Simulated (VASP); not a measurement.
# MnO: single point with PBE+U

The system is MnO.

```
CELL_PARAMETERS angstrom
0.00000 2.22200 2.22200
2.22200 0.00000 2.22200
2.22200 2.22200 0.00000
ATOMIC_POSITIONS crystal
Mn 0.00000 0.00000 0.00000
O 0.50000 0.50000 0.50000
```

```json
{"Program": "VASP 6.6.1", "Task": "single point", "Functional": "PBE", "Potentials or basis": "VASP PAW PBE potentials, release 64 (Mn_sv, O)", "Cutoff": "700 eV", "k mesh": "10 × 10 × 10", "Occupations": "fermi-dirac, width 0.05 eV", "Spin": "collinear spin, ferromagnetic start", "Starting moments": "[4.0, 0.0] μB", "Hubbard terms": "Mn d U = 8.0 eV"}
```

The pressure is 8.0 GPa, the band gap on the k mesh is 1.03 eV (least direct gap 2.79 eV) and the net moment is 5.00 μB per cell. The site moments are Mn +4.70; O +0.12 μB and the valence electrons inside the program's atomic spheres are Mn 12.99; O 5.02.

Levels at points of the mesh, in eV from the valence-band top:
Spin up:
```
           k point  band 9  band 10  band 11  band 12  band 13  band 14  band 15  band 16  band 17  band 18
(0.00, 0.00, 0.00)   -4.91    -4.91    -2.00    -2.00    -2.00     1.03    15.40    16.51    16.51    16.51
(0.50, 0.00, 0.00)   -4.38    -4.38    -3.04     0.00     0.00     4.94     9.25    13.29    13.29    19.11
(0.50, 0.50, 0.00)   -4.15    -4.15    -4.05    -3.09    -3.09     6.43     9.46    10.63    15.18    15.18
```
Spin down:
```tsv
k point	band 5	band 6	band 7	band 8	band 9	band 10	band 11	band 12
(0.00, 0.00, 0.00)	-18.26	-1.77	-1.77	-1.77	2.28	5.31	5.31	5.31
(0.50, 0.00, 0.00)	-17.28	-5.73	-2.84	-2.84	5.92	6.32	7.00	7.00
(0.50, 0.50, 0.00)	-17.26	-4.93	-2.78	-2.78	2.91	6.68	6.95	7.69
```

Eigenvalues of the final occupation matrices:
| site | spin | trace | eigenvalues |
| --- | --- | --- | --- |
| site 1 d | 1 | 4.79 | 0.95 0.95 0.95 0.98 0.98 |
| site 1 d | 2 | 0.10 | 0.01 0.01 0.01 0.04 0.04 |

It took 36 s on 1 thread of AMD EPYC 9R45 96-Core Processor (Zen 5) (shared host), peak memory 0.17 GiB.

Caveat: the cell stands under pressure; a cell with one magnetic atom can't hold antiferromagnetic order, which such compounds often take. The state reached can hang on the start; a lower one may exist.
